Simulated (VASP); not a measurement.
BaTiO3:

```
Ba Ti O
1.0
     3.99980    0.00000    0.00000
     0.00000    3.99980    0.00000
     0.00000    0.00000    4.01800
Ba Ti O
1 1 3
Direct
  0.00000 0.00000 0.00000
  0.50000 0.50000 0.49000
  0.00000 0.50000 0.51700
  0.50000 0.00000 0.51700
  0.50000 0.50000 0.01900
```

Program: VASP 6.6.1. Alike in all runs: task single point; potentials or basis VASP PAW PBE potentials, release 64 (Ba_sv, Ti_sv, O); no spin polarisation; cell as given.

Order these runs on this cell by their band gap on the k mesh, lowest first.
A. level PBEsol-based global hybrid; k mesh 4 × 4 × 4; cutoff (eV) 520; smearing fermi-dirac 0.05 eV; grid for exact exchange (PRECFOCK) Fast; share of exact exchange 0.25
B. level PBE+U; U Ti d U = 5.0 eV; k mesh 7 × 7 × 7; cutoff (eV) 520; smearing fermi-dirac 0.05 eV
C. level PBE+U; U Ti d U = 8.0 eV; k mesh 7 × 7 × 7; cutoff (eV) 520; smearing fermi-dirac 0.05 eV
D. level PBE; k mesh 7 × 7 × 7; cutoff (eV) 600; smearing gaussian 0.013 eV
E. level r2SCAN; k mesh 7 × 7 × 7; cutoff (eV) 520; smearing fermi-dirac 0.05 eV

D (1.87 eV), E (2.26 eV), B (2.48 eV), C (2.91 eV), A (3.89 eV).

Caveats: spin-orbit coupling is left out, which moves the levels of the heavy elements; forces of over 1 eV/Å act on the atoms, so gaps and moduli don't describe the material at rest (some runs).

A k mesh can miss the band edges, odd and even meshes differently.
